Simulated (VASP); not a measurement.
# In3Sb (Pm-3m) in VASP: single point with LDA

Aim: the single point of In3Sb with LDA.

All numbers are computed with VASP 6.6.1; they aren't measurements. Logs are shortened: lines on timing, memory, paths and dates and some standing lists are left out, and cuts for length are marked.

### Step 1. The cell of the first run

The structure is cubic, space group Pm-3m (No. 221). The conventional cell has a = 4.837 Å, b = 4.837 Å, c = 4.837 Å, α = 90.00°, β = 90.00°, γ = 90.00°. In (site symmetry 4/mmm) has 8 In at 3.42 Å and 4 Sb at 3.42 Å within 4.5 Å. Sb (site symmetry m-3m) has 12 In at 3.42 Å within 4.5 Å.

### Step 2. Single point, LDA

File INCAR:

```
ALGO     = Normal         # electronic algorithm
EDIFF    = 1E-6           # SCF threshold, eV
ENCUT    = 520            # plane-wave cutoff, eV
ISIF     = 2              # what is computed and relaxed
ISMEAR   = -1             # smearing method
LASPH    = True           # aspherical terms in the spheres
LCHARG   = False          # write CHGCAR
LREAL    = False          # projectors in reciprocal space
LWAVE    = False          # write WAVECAR
NBANDS   = 30             # bands
NELM     = 60             # most SCF steps
PREC     = Accurate       # precision mode
SIGMA    = 0.1            # smearing width, eV
```

File KPOINTS:

```
k-points
0
Gamma
  4 4 4
```

File POSCAR:

```
In3Sb
1.0
    4.8369620000      0.0000000000      0.0000000000
    0.0000000000      4.8369620000      0.0000000000
    0.0000000000      0.0000000000      4.8369620000
In Sb
3 1
Direct
    0.5000000000      0.5000000000      0.0000000000
    0.5000000000      0.0000000000      0.5000000000
    0.0000000000      0.5000000000      0.5000000000
    0.0000000000      0.0000000000      0.0000000000
```

Potentials or basis: VASP PAW LDA potentials, release 64 (In_d, Sb).

Launch:

```console
$ cat potpaw_LDA.64/In_d/POTCAR potpaw_LDA.64/Sb/POTCAR > POTCAR
$ mpirun -np 1 vasp_std > vasp.out
```

OUTCAR:

```text
EDIFF = 1E-6
   ENCUT = 520
   ISIF = 2
   ISMEAR = -1
   LASPH = True
   LREAL = False
   NELM = 60
   PREC = Accurate

 ion  position               nearest neighbor table
   1  0.500  0.500  0.000-   2 3.42   3 3.42   4 3.42   2 3.42   3 3.42   2 3.42   4 3.42   2 3.42
                             3 3.42   4 3.42   3 3.42   4 3.42
   2  0.500  0.000  0.500-   1 3.42   3 3.42   4 3.42   1 3.42   4 3.42   1 3.42   3 3.42   1 3.42
                             3 3.42   4 3.42   4 3.42   3 3.42
   3  0.000  0.500  0.500-   1 3.42   2 3.42   4 3.42   1 3.42   4 3.42   2 3.42   4 3.42   4 3.42
                             1 3.42   2 3.42   1 3.42   2 3.42
   4  0.000  0.000  0.000-   1 3.42   2 3.42   3 3.42   2 3.42   3 3.42   1 3.42   3 3.42   3 3.42
                             1 3.42   2 3.42   2 3.42   1 3.42

  LATTYP: Found a simple cubic cell.
 ALAT       =     4.8369620000

  Lattice vectors:

 A1 = (   4.8369620000,   0.0000000000,   0.0000000000)
 A2 = (   0.0000000000,   4.8369620000,   0.0000000000)
 A3 = (   0.0000000000,   0.0000000000,   4.8369620000)

Analysis of symmetry for initial positions (statically):
=====================================================================
 Subroutine PRICEL returns:
 Original cell was already a primitive cell.

 Routine SETGRP: Setting up the symmetry group for a
 simple cubic supercell.

 Subroutine GETGRP returns: Found 48 space group operations
 (whereof 48 operations were pure point group operations)
 out of a pool of 48 trial point group operations.

The static configuration has the point symmetry O_h .

Analysis of symmetry for dynamics (positions and initial velocities):
=====================================================================
 Subroutine PRICEL returns:
 Original cell was already a primitive cell.

 Routine SETGRP: Setting up the symmetry group for a
 simple cubic supercell.

 Subroutine GETGRP returns: Found 48 space group operations
 (whereof 48 operations were pure point group operations)
 out of a pool of 48 trial point group operations.

The dynamic configuration has the point symmetry O_h .

 Subroutine INISYM returns: Found 48 space group operations
 (whereof 48 operations are pure point group operations),
 and found     1 'primitive' translations

----------------------------------------------------------------------------------------

                                     Primitive cell

  volume of cell :     113.1665

  direct lattice vectors                    reciprocal lattice vectors
     4.836962000  0.000000000  0.000000000     0.206741339  0.000000000  0.000000000
     0.000000000  4.836962000  0.000000000     0.000000000  0.206741339  0.000000000
     0.000000000  0.000000000  4.836962000     0.000000000  0.000000000  0.206741339

  length of vectors
     4.836962000  4.836962000  4.836962000     0.206741339  0.206741339  0.206741339

  position of ions in fractional coordinates (direct lattice)
     0.500000000  0.500000000  0.000000000
     0.500000000  0.000000000  0.500000000
     0.000000000  0.500000000  0.500000000
     0.000000000  0.000000000  0.000000000

  ion indices of the primitive-cell ions
   primitive index   ion index
                 1           1
                 2           2
                 3           3
                 4           4

----------------------------------------------------------------------------------------

 KPOINTS: k-points

Automatic generation of k-mesh.
 Grid dimensions read from file:
 generate k-points for:    4    4    4

 Generating k-lattice:

  Cartesian coordinates                     Fractional coordinates (reciprocal lattice)
     0.051685335  0.000000000  0.000000000     0.250000000  0.000000000  0.000000000
     0.000000000  0.051685335  0.000000000     0.000000000  0.250000000  0.000000000
     0.000000000  0.000000000  0.051685335     0.000000000  0.000000000  0.250000000

  Length of vectors
     0.051685335  0.051685335  0.051685335

  Shift w.r.t. Gamma in fractional coordinates (k-lattice)
     0.000000000  0.000000000  0.000000000

 Subroutine IBZKPT returns following result:
 ===========================================

 Found     10 irreducible k-points:

 Following reciprocal coordinates:
            Coordinates               Weight
  0.000000  0.000000  0.000000      1.000000
  0.250000  0.000000  0.000000      6.000000
  0.500000  0.000000  0.000000      3.000000
  0.250000  0.250000  0.000000     12.000000
  0.500000  0.250000  0.000000     12.000000
  0.500000  0.500000  0.000000      3.000000
  0.250000  0.250000  0.250000      8.000000
  0.500000  0.250000  0.250000     12.000000
  0.500000  0.500000  0.250000      6.000000
  0.500000  0.500000  0.500000      1.000000
   k-points           NKPTS =     10   k-points in BZ     NKDIM =     10   number of bands    NBANDS=     30
   number of dos      NEDOS =    301   number of ions     NIONS =      4
   total plane-waves  NPLWV =  46656
   dimension x,y,z NGX =    36 NGY =   36 NGZ =   36
   dimension x,y,z NGXF=    72 NGYF=   72 NGZF=   72
   ions per type =               3   1
   NGX,Y,Z   is equivalent  to a cutoff of  12.37, 12.37, 12.37 a.u.
   NGXF,Y,Z  is equivalent  to a cutoff of  24.75, 24.75, 24.75 a.u.
 SYSTEM =  unknown system
   PREC   = accura    normal or accurate (medium, high low for compatibility)
   ISTART =      0    job   : 0-new  1-cont  2-samecut
   ICHARG =      2    charge: 1-file 2-atom 10-const
   ISPIN  =      1    spin polarized calculation?
   LNONCOLLINEAR =      F non collinear calculations
   LSORBIT =      F    spin-orbit coupling
   LASPH  =      T    aspherical Exc in radial PAW
   ENCUT  =  520.0 eV  38.22 Ry    6.18 a.u.   8.99  8.99  8.99*2*pi/ulx,y,z
   NELM   =     60;   NELMIN=  2; NELMDL= -5     # of ELM steps
   EDIFF  = 0.1E-05   stopping-criterion for ELM
   LREAL  =      F    real-space projection
[... 7 lines left out ...]
   TEBEG  =    0.0;   TEEND  =   0.0 temperature during run
   PSTRESS=    0.0 pullay stress
   NELECT =      44.0000    total number of electrons
   NUPDOWN=      -1.0000    fix difference up-down
   EMIN   =  10.00;   EMAX   =-10.00  energy-range for DOS
   EFERMI =   0.00;   METHOD = LEGACY
   ISMEAR =    -1;   SIGMA  =   0.10  broadening in eV -4-tet -1-fermi 0-gaus
   EFERMI_NEDOS =   21; number of points for ismear=-14 and -15
   IALGO  =     38    algorithm
   IMIX   =      4    mixing-type and parameters
     AMIX     =   0.40;   BMIX     =  1.00
     AMIX_MAG =   1.60;   BMIX_MAG =  1.00
  volume/ion in A,a.u.               =      28.29       190.92
  Fermi-wavevector in a.u.,A,eV,Ry     =   1.194867  2.257972 19.425148  1.427708
  Thomas-Fermi vector in A             =   2.330847
   LORBIT       =      0    0 simple, 1 ext, 2 COOP (PROOUT), +10 PAW based schemes
   GGA     = CA    functional components
   LHFCALC =     F    Hartree Fock is set to
   AEXX    =    0.0000 exact exchange contribution
   IVDW    =     0    specifies the selected vdW correction
   LEPSILON=     F    determine dielectric tensor
   LRPA    =     F    only Hartree local field effects (RPA)
 non-spin polarized calculation
  energy-cutoff  :      520.00
  volume of cell :      113.17
 maximum number of plane-waves:      3112
 NGX is ok and might be reduce to    36
   NGX = 17   NGY = 17   NGZ = 17

 number of electron      43.9999994 magnetization

 Free energy of the ion-electron system (eV)
  ---------------------------------------------------
  ext. energy  EPLUGINS =         0.00000000
  ---------------------------------------------------
  free energy    TOTEN  =       -14.17469735 eV

  energy without entropy =      -14.08460133  energy(sigma->0) =      -14.12964934

 E-fermi :   6.7476     XC(G=0): -10.1573

 val. band max:        6.5191276283   @ k =   0.5000   0.5000   0.0000
 cond. band min:       6.7780131284   @ k =   0.2500   0.2500   0.0000
 fundamental gap:      0.2588855000
 Fermi energy:         6.7476113887

 k-point     1 :       0.0000    0.0000    0.0000
  band No.  band energies     occupation
      1      -7.9501      2.00000
      2      -7.9467      2.00000
      3      -7.9467      2.00000
      4      -7.9467      2.00000
      5      -7.8099      2.00000
      6      -7.8099      2.00000
[... 22 lines left out ...]
     29      12.7225      0.00000
     30      13.1115      0.00000

 k-point     2 :       0.2500    0.0000    0.0000
  band No.  band energies     occupation
      1      -7.9386      2.00000
      2      -7.9081      2.00000
      3      -7.8949      2.00000
      4      -7.8949      2.00000
      5      -7.8041      2.00000
      6      -7.7764      2.00000
[... 22 lines left out ...]
     29      13.3760      0.00000
     30      13.5486      0.00000

 k-point     3 :       0.5000    0.0000    0.0000
  band No.  band energies     occupation
      1      -7.9297      2.00000
      2      -7.8477      2.00000
      3      -7.7898      2.00000
      4      -7.7849      2.00000
      5      -7.7849      2.00000
      6      -7.7449      2.00000
[... 22 lines left out ...]
     29      11.3007      0.00000
     30      12.2248      0.00000

 k-point     4 :       0.2500    0.2500    0.0000
  band No.  band energies     occupation
      1      -7.9023      2.00000
      2      -7.8923      2.00000
      3      -7.8721      2.00000
      4      -7.8515      2.00000
      5      -7.7893      2.00000
      6      -7.7545      2.00000
[... 154 lines left out ...]
     29      12.6043      0.00000
     30      12.7093      0.00000

 k-point     9 :       0.5000    0.5000    0.2500
  band No.  band energies     occupation
      1      -7.8588      2.00000
      2      -7.8457      2.00000
      3      -7.8457      2.00000
      4      -7.8391      2.00000
      5      -7.8048      2.00000
      6      -7.8048      2.00000
[... 22 lines left out ...]
     29      12.7601      0.00000
     30      13.8608      0.00000

 k-point    10 :       0.5000    0.5000    0.5000
  band No.  band energies     occupation
      1      -7.8991      2.00000
      2      -7.8617      2.00000
      3      -7.8617      2.00000
      4      -7.8617      2.00000
      5      -7.8221      2.00000
      6      -7.8221      2.00000
[... 22 lines left out ...]
     29      14.3629      0.00000
     30      14.3755      0.00000

------------------------ aborting loop because EDIFF is reached ----------------------------------------

  FORCE on cell =-STRESS in cart. coord.  units (eV):
  Direction    XX          YY          ZZ          XY          YZ          ZX
  --------------------------------------------------------------------------------------
  -------------------------------------------------------------------------------------
  Total       -3.1340369     -3.1340369     -3.1340369      0.0000000      0.0000000     -0.0000000
  in kB      -44.3707391    -44.3707391    -44.3707391      0.0000000      0.0000000     -0.0000000
  external PRESSURE =     -44.3707391 kB  Pullay stress =       0.0000000 kB

 VOLUME and BASIS-vectors are now :
 -----------------------------------------------------------------------------
  energy-cutoff  :      520.00
  volume of cell :      113.17
      direct lattice vectors                 reciprocal lattice vectors
     4.836962000  0.000000000  0.000000000     0.206741339  0.000000000  0.000000000
     0.000000000  4.836962000  0.000000000     0.000000000  0.206741339  0.000000000
     0.000000000  0.000000000  4.836962000     0.000000000  0.000000000  0.206741339

 POSITION                                       TOTAL-FORCE (eV/Angst)
 -----------------------------------------------------------------------------------
      2.41848      2.41848      0.00000         0.000000      0.000000      0.000000
      2.41848      0.00000      2.41848         0.000000      0.000000      0.000000
      0.00000      2.41848      2.41848         0.000000      0.000000      0.000000
      0.00000      0.00000      0.00000         0.000000      0.000000      0.000000
 -----------------------------------------------------------------------------------
    total drift:                                0.000000      0.000000      0.000000

  FREE ENERGIE OF THE ION-ELECTRON SYSTEM (eV)
  ---------------------------------------------------
  free  energy   TOTEN  =       -14.1746973500 eV

  energy  without entropy=      -14.0846013334  energy(sigma->0) =      -14.12964934
```

It used 18 s of CPU time on 1 thread of Intel Xeon 6975P-C, on a shared host.

What came out:

```yaml
Free_energy: -14.1747 eV
Pressure: -4.4 GPa
Band_gap_on_the_k_mesh: zero (band 22 reaches 6.88 eV, above the bottom of band 23 at 3.55 eV)
```

Caveat: spin-orbit coupling is left out, which moves the levels of the heavy elements.
